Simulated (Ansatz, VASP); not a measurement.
## KF in VASP and in Ansatz

File INCAR:

```
PREC = Accurate
ENCUT = 520
EDIFF = 1E-6
ISMEAR = 0
SIGMA = 0.05
LREAL = False
LASPH = True
NELM = 100
ALGO = Normal
ISIF = 2
LWAVE = False
LCHARG = False
GGA = PE
NBANDS = 15
```

The input KPOINTS:

```
regular mesh
0
Gamma
  8 8 8
```

The input POSCAR:

```
KF
1.0
    0.0000000000      2.7105354767      2.5072453159
    2.7579698475      0.0000000000      2.5072453159
    2.7579698475      2.7105354767      0.0000000000
K F
1 1
Direct
    0.0000000000      0.0000000000      0.0000000000
    0.5000000000      0.5000000000      0.5000000000
```

Input for Ansatz:

```yaml
crystal:
  lattice:
    - [0.0, 2.7105354767, 2.5072453159]
    - [2.7579698475, 0.0, 2.5072453159]
    - [2.7579698475, 2.7105354767, 0.0]
  atoms:
    - { symbol: K, position: [0.0, 0.0, 0.0] }
    - { symbol: F, position: [0.5, 0.5, 0.5] }
basis:
  ecutwfc: 520.0
kpoints:
  mp_grid: { grid: [8, 8, 8] }
hamiltonian:
  xc: pbe
scf:
  occupations: { method: gaussian, width: 0.05 }
output:
  forces: true
  stress: true
  eigenvalues: true
  write_density: true
  write_potential: true
  elf: true
  volumetric_format: npy
```

Change from the starting cell: normal strain along x +0.0175, normal strain along z -0.0750.

Alike in both runs: task single point; functional PBE; k mesh 8 × 8 × 8; occupations gaussian, width 0.05 eV; no spin polarisation.

|  | VASP | Ansatz |
| --- | --- | --- |
| version | VASP 6.6.1 | Ansatz 0.2.0 |
| potentials or method | VASP PAW PBE potentials, release 64 (K_sv, F), cutoff 520 eV | scalar-relativistic, plane waves, PAW |
| valence electrons in the cell | 16 | 16 |

```csv
,VASP,Ansatz,Ansatz less VASP
gap on the k mesh at the Fermi level (eV),6.09,6.11,+0.018
least direct gap on the mesh (eV),6.09,6.11,+0.018
pressure (GPa),2.9,2.8,-0.08
"traceless stress, the component that is largest in VASP (GPa)",4.52,4.35,-0.169
```
